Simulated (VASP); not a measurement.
# CuI (Marshite) (F-43m) in VASP: a series of runs, part 2 of 2

VASP 6.6.1.

## 3. Relaxation of cell and atoms, PBEsol

This run uses another cell than the first one, of 28.08 Å³/atom, 1.008 times its volume.

Input file INCAR:

```
ALGO     = Normal         # electronic algorithm
EDIFF    = 1E-6           # SCF threshold, eV
EDIFFG   = -0.005         # ionic threshold
ENCUT    = 600            # plane-wave cutoff, eV
GGA      = PS             # functional
IBRION   = 2              # ionic algorithm
ISIF     = 3              # what is computed and relaxed
ISMEAR   = -1             # smearing method
LASPH    = T              # aspherical terms in the spheres
LCHARG   = F              # write CHGCAR
LREAL    = F              # projectors in reciprocal space
LWAVE    = F              # write WAVECAR
NELM     = 60             # most SCF steps
NSW      = 80             # ionic steps
PREC     = Accurate       # precision mode
SIGMA    = 0.02           # smearing width, eV
```

Input file KPOINTS:

```
k-points
0
Gamma
  6 6 6
```

Input file POSCAR:

```
CuI
1.0
    0.0000000000      3.0394494631      3.0394494631
    3.0394494631      0.0000000000      3.0394494631
    3.0394494631      3.0394494631      0.0000000000
Cu I
1 1
Direct
    0.2500000000      0.2500000000      0.2500000000
    0.0000000000      0.0000000000      0.0000000000
```

Potentials or basis: VASP PAW PBE potentials, release 64 (Cu, I).

On the command line:

```bash
> cat potpaw_PBE.64/Cu/POTCAR potpaw_PBE.64/I/POTCAR > POTCAR
> mpirun -np 1 vasp_std > vasp.out
```

OUTCAR:

```text
EDIFF = 1E-6
   EDIFFG = -0.005
   ENCUT = 600
   GGA = PS
   IBRION = 2
   ISIF = 3
   ISMEAR = -1
   LASPH = T
   LREAL = F
   NELM = 60
   NSW = 80
   PREC = Accurate

 ion  position               nearest neighbor table
   1  0.250  0.250  0.250-   2 2.63   2 2.63   2 2.63   2 2.63
   2  0.000  0.000  0.000-   1 2.63   1 2.63   1 2.63   1 2.63

  LATTYP: Found a face centered cubic cell.
 ALAT       =     6.0788989262

  Lattice vectors:

 A1 = (   0.0000000000,   3.0394494631,   3.0394494631)
 A2 = (   3.0394494631,   0.0000000000,   3.0394494631)
 A3 = (   3.0394494631,   3.0394494631,   0.0000000000)

Analysis of symmetry for initial positions (statically):
=====================================================================
 Subroutine PRICEL returns:
 Original cell was already a primitive cell.

 Routine SETGRP: Setting up the symmetry group for a
 face centered cubic supercell.

 Subroutine GETGRP returns: Found 24 space group operations
 (whereof 24 operations were pure point group operations)
 out of a pool of 48 trial point group operations.

The static configuration has the point symmetry T_d .

Analysis of symmetry for dynamics (positions and initial velocities):
=====================================================================
[... 146 lines left out ...]
  ext. energy  EPLUGINS =         0.00000000
  ---------------------------------------------------
  free energy    TOTEN  =        -6.28490111 eV

  energy without entropy =       -6.28490111  energy(sigma->0) =       -6.28490111

------------------------ aborting loop because EDIFF is reached ----------------------------------------

  FORCE on cell =-STRESS in cart. coord.  units (eV):
  Direction    XX          YY          ZZ          XY          YZ          ZX
  --------------------------------------------------------------------------------------
  -------------------------------------------------------------------------------------
  Total       -0.9531463     -0.9531463     -0.9531463      0.0000000      0.0000000      0.0000000
  in kB      -27.1928902    -27.1928902    -27.1928902      0.0000000      0.0000000      0.0000000
  external PRESSURE =     -27.1928902 kB  Pullay stress =       0.0000000 kB
[... 95 lines left out ...]
--------------------------------------- Ionic step        4  -------------------------------------------

 number of electron      17.9999991 magnetization

 Free energy of the ion-electron system (eV)
  ---------------------------------------------------
  ext. energy  EPLUGINS =         0.00000000
  ---------------------------------------------------
  free energy    TOTEN  =        -6.31822963 eV

  energy without entropy =       -6.31822963  energy(sigma->0) =       -6.31822963

 E-fermi :   5.3631     XC(G=0):  -9.4116

 val. band max:        4.9389585402   @ k =   0.0000   0.0000   0.0000
 cond. band min:       6.1252728852   @ k =   0.0000   0.0000   0.0000
 fundamental gap:      1.1863143450
 Fermi energy:         5.3631473665

 k-point     1 :       0.0000    0.0000    0.0000
  band No.  band energies     occupation
      1      -9.4123      2.00000
      2       1.0159      2.00000
      3       1.0159      2.00000
      4       1.0159      2.00000
      5       2.8092      2.00000
      6       2.8092      2.00000
      7       4.9390      2.00000
      8       4.9390      2.00000
      9       4.9390      2.00000
     10       6.1253      0.00000
     11       9.7000      0.00000
     12       9.7000      0.00000
     13       9.7000      0.00000
[... 267 lines left out ...]
  FREE ENERGIE OF THE ION-ELECTRON SYSTEM (eV)
  ---------------------------------------------------
  free  energy   TOTEN  =        -6.3182296254 eV

  energy  without entropy=       -6.3182296254  energy(sigma->0) =       -6.31822963

 reached required accuracy - stopping structural energy minimisation
```

CONTCAR:

```text
CuI
   1.00000000000000
    -0.0000000000000000    2.9727079840053650    2.9727079840053650
     2.9727079840053650    0.0000000000000000    2.9727079840053650
     2.9727079840053650    2.9727079840053650    0.0000000000000000
  Cu              I
     1     1
Direct
     0.2500000000000000    0.2500000000000000    0.2500000000000000
     0.0000000000000000    1.0000000000000000    1.0000000000000000

  0.00000000E+00  0.00000000E+00  0.00000000E+00
  0.00000000E+00  0.00000000E+00  0.00000000E+00
```

It took 66 s on 1 thread of Intel Xeon Platinum 8259CL at 2.50GHz (Skylake/Cascade Lake), shared host; peak memory 0.21 GiB.

What came out:

```yaml
Free_energy: -6.3182 eV
Relaxed_volume: 26.27 Å³/atom
Relaxed_cell: a = 4.204 Å, b = 4.204 Å, c = 4.204 Å, α = 60.00°, β = 60.00°, γ = 60.00°
Space_group_after_relaxing_to_0.05_Å: F-43m (No. 216)
Energy_gained_by_relaxing: 16.7 meV/atom
Ionic_steps: 4
Pressure_after_relaxing: 0.0 GPa
Band_gap_on_the_k_mesh: 1.19 eV, direct
```

The path:
```
step  energy change (eV)  largest force (eV/Å)  pressure (GPa)  volume (Å³)
   1              0.0000                0.0000           -2.72        56.16
   2             -0.0333                0.0000            0.25        52.37
   3             -0.0333                0.0000           -0.08        52.61
   4             -0.0333                0.0000           -0.02        52.54
```

Final structure:
```yaml
crystal:
  lattice:
    - [0.00000, 2.97271, 2.97271]
    - [2.97271, 0.00000, 2.97271]
    - [2.97271, 2.97271, 0.00000]
  atoms:
    - { symbol: Cu, position: [0.25000, 0.25000, 0.25000] }
    - { symbol: I, position: [0.00000, 0.00000, 0.00000] }
```

Caveat: the PAW data sets were made with another functional, which shifts forces and pressure a little; spin-orbit coupling is left out, which moves the levels of the heavy elements.

## 4. Relaxation of cell and atoms, LDA

This run uses another cell than the first one, of 28.08 Å³/atom, 1.008 times its volume.

Input file INCAR:

```
SYSTEM = CuI
PREC = Accurate
ENCUT = 600
EDIFF = 1E-6
ISMEAR = -1
SIGMA = 0.02
LREAL = .FALSE.
LASPH = .TRUE.
NELM = 100
ALGO = Normal
ISIF = 3
LWAVE = .FALSE.
LCHARG = .FALSE.
IBRION = 2
NSW = 80
EDIFFG = -0.005
```

Input file KPOINTS:

```
regular mesh
0
G
  6 6 6
  0 0 0
```

POSCAR is that of step 3.

Potentials or basis: VASP PAW LDA potentials, release 64 (Cu, I).

On the command line:

```bash
> cat potpaw_LDA.64/Cu/POTCAR potpaw_LDA.64/I/POTCAR > POTCAR
> mpirun -np 1 vasp_std > vasp.out
```

It took 53 s on 1 thread of Intel Xeon Platinum 8259CL at 2.50GHz (Skylake/Cascade Lake), shared host; peak memory 0.18 GiB.

It converged, with:

* Free energy: -6.9938 eV
* Relaxed volume: 25.26 Å³/atom
* Relaxed cell: a = 4.150 Å, b = 4.150 Å, c = 4.150 Å, α = 60.00°, β = 60.00°, γ = 60.00°
* Space group after relaxing (to 0.05 Å): F-43m (No. 216)
* Energy gained by relaxing: 45.0 meV/atom
* Ionic steps: 5
* Pressure after relaxing: 0.0 GPa
* Band gap on the k mesh: 1.27 eV, direct

Step by step:
```tsv
step	energy change (eV)	largest force (eV/Å)	pressure (GPa)	volume (Å³)
1	0.0000	0.0000	-4.38	56.16
2	-0.0896	0.0000	0.29	50.14
3	-0.0900	0.0000	0.11	50.39
4	-0.0900	0.0000	-0.04	50.52
5	-0.0900	0.0000	0.00	50.52
```

Final structure:
```xyz
2
Lattice="0.0000 2.9342 2.9342 2.9342 0.0000 2.9342 2.9342 2.9342 0.0000" Properties=species:S:1:pos:R:3 pbc="T T T"
Cu    1.4671    1.4671    1.4671
I     2.9342    2.9342    0.0000
```

Levels at points of the mesh, in eV from the valence-band top:
```csv
k point,band 5,band 6,band 7,band 8,band 9,band 10,band 11,band 12,band 13
"(0.00, 0.00, 0.00)",-2.36,-2.36,0.00,0.00,0.00,1.27,4.75,4.75,4.75
"(0.50, 0.00, 0.00)",-2.33,-2.33,-2.28,-0.89,-0.89,2.15,5.32,5.32,7.36
"(0.50, 0.50, 0.00)",-2.41,-2.28,-2.27,-1.92,-1.92,2.42,2.78,9.75,10.22
```

Caveat: spin-orbit coupling is left out, which moves the levels of the heavy elements; the volume moved by -10 % from the deposited cell, more than functionals usually miss. LDA usually gives volumes a few per cent too small.

## 5. Summary

| level | potentials or basis | cell | gap on the mesh (eV) | pressure (GPa) | relaxed volume (Å³/atom) |
| --- | --- | --- | --- | --- | --- |
| PBE | VASP PAW PBE potentials, release 64 (Cu, I) | relaxed from a = 4.287 Å, angles 60.0°, 2 atoms | 1.12 | 0.0 | 28.14 |
| PBEsol | VASP PAW PBE potentials, release 64 (Cu, I) | relaxed from a = 4.298 Å, angles 60.0°, 2 atoms | 1.19 | 0.0 | 26.27 |
| LDA | VASP PAW LDA potentials, release 64 (Cu, I) | relaxed from a = 4.298 Å, angles 60.0°, 2 atoms | 1.27 | 0.0 | 25.26 |

Alike in all rows: task relaxation of cell and atoms; no spin polarisation; k mesh 6 × 6 × 6; cutoff (eV) 600; smearing fermi-dirac 0.02 eV.

Caveats: spin-orbit coupling is left out, which moves the levels of the heavy elements; the PAW data sets were made with another functional, which shifts forces and pressure a little (some runs); the volume moved by -10 % from the deposited cell, more than functionals usually miss (some runs).

Absolute energies hang on the potentials; compare differences alone.
